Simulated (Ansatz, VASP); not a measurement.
**One calculation of Mg3Si, two programs**

```xyz
4
Lattice="-2.5515 2.5515 3.0965 2.5515 -2.5515 3.0965 2.5515 2.5515 -3.0965" Properties=species:S:1:pos:R:3 pbc="T T T"
Mg    0.0000    0.0000    0.0000
Mg    0.0000    2.5515    1.5483
Mg    2.5515    0.0000    1.5483
Si    0.0000    0.0000    3.0965
```

Alike in both runs: functional PBE; k mesh 6 × 6 × 6; occupations gaussian, width 0.1 eV; no spin polarisation.

Ansatz relaxed the structure, and its values are those at the end. VASP's run is a single point on that final structure, the one shown.

|  | VASP | Ansatz |
| --- | --- | --- |
| version | VASP 6.6.1 | Ansatz 0.2.0 |
| potentials or method | VASP PAW PBE potentials, release 64 (Mg, Si), cutoff 520 eV | scalar-relativistic, plane waves, PAW |
| valence electrons in the cell | 10 | 34 |

```csv
,VASP,Ansatz,Ansatz less VASP
gap on the k mesh at the Fermi level (eV),none,none,-
pressure (GPa),-0.1,0.0,+0.13
```

A gap of «none» marks a metal or a gap that the smearing closes. VASP's potentials hold 10 valence electrons a cell and Ansatz's 34, so a difference there can come from the potentials and not from the codes.
